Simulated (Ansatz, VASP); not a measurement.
**Pt2Cl: VASP beside Ansatz**

INCAR

```
SYSTEM = Pt2Cl
PREC     = Accurate       ! precision mode
ENCUT    = 600            ! plane-wave cutoff, eV
EDIFF    = 1E-6           ! SCF threshold, eV
ISMEAR   = 0              ! smearing method
SIGMA    = 0.1            ! smearing width, eV
LREAL    = .False.        ! projectors in reciprocal space
LASPH    = .True.         ! aspherical terms in the spheres
NELM     = 80             ! most SCF steps
ALGO     = Normal         ! electronic algorithm
ISIF     = 3              ! what is computed and relaxed
LWAVE    = .False.        ! write WAVECAR
LCHARG   = .False.        ! write CHGCAR
GGA      = PE             ! functional
IBRION   = 2              ! ionic algorithm
NSW      = 90             ! ionic steps
EDIFFG   = -0.04          ! ionic threshold
```

KPOINTS

```
regular mesh
0
Gamma
  6 6 6
  0 0 0
```

Contents of POSCAR:

```
Pt2Cl
1.0
    4.7312672679      0.0000000000      0.0000000000
   -2.3656336339      4.0973976461      0.0000000000
    0.0000000000      0.0000000000      2.6573847175
Pt Cl
2 1
Direct
    0.3333333333      0.6666666667      0.5000000000
    0.6666666667      0.3333333333      0.5000000000
    0.0000000000      0.0000000000      0.0000000000
```

Input for Ansatz:

```yaml
crystal:
  lattice:
    - [4.7312672679, 0.0, 0.0]
    - [-2.3656336339, 4.0973976461, 0.0]
    - [0.0, 0.0, 2.6573847175]
  atoms:
    - { symbol: Pt, position: [0.3333333333, 0.6666666667, 0.5] }
    - { symbol: Pt, position: [0.6666666667, 0.3333333333, 0.5] }
    - { symbol: Cl, position: [0.0, 0.0, 0.0] }
basis:
  ecutwfc: 420
kpoints:
  mp_grid: { grid: [6, 6, 6] }
hamiltonian:
  xc: pbe
scf:
  occupations: { method: gaussian, width: 0.1 }
  lower_state_search: "off"
output:
  forces: true
  stress: true
  eigenvalues: true
relax:
  adjacent_minimum: "off"
  f_tol: 0.04
  max_steps: 70
  cell: { stress_tol: 0.4 }
```

Alike in both runs: task relaxation of cell and atoms; functional PBE; k mesh 6 × 6 × 6; occupations gaussian, width 0.1 eV; no spin polarisation.

|  | VASP | Ansatz |
| --- | --- | --- |
| version | VASP 6.6.1 | Ansatz 0.2.0 |
| potentials or method | VASP PAW PBE potentials, release 64 (Pt, Cl), cutoff 600 eV | scalar-relativistic, plane waves, PAW |
| valence electrons in the cell | 27 | 43 |

VASP gave:

```
gap on the k mesh at the Fermi level, each at its own relaxed structure (eV) : none
relaxed volume (Å³/atom)                                                     : 17.29
relaxed cell length with the largest relative difference (Å)                 : 2.792
```

**Question.** What did Ansatz give for the same quantities?

**Answer.** gap on the k mesh at the Fermi level, each at its own relaxed structure (eV): none; relaxed volume (Å³/atom): 17.33; relaxed cell length with the largest relative difference (Å): 2.801.

A gap of «none» marks a metal or a gap that the smearing closes. VASP's potentials hold 27 valence electrons a cell and Ansatz's 43, so a difference there can come from the potentials and not from the codes.

The k mesh is coarse, so the values compare programs but aren't converged. Neither program's run includes spin-orbit coupling.
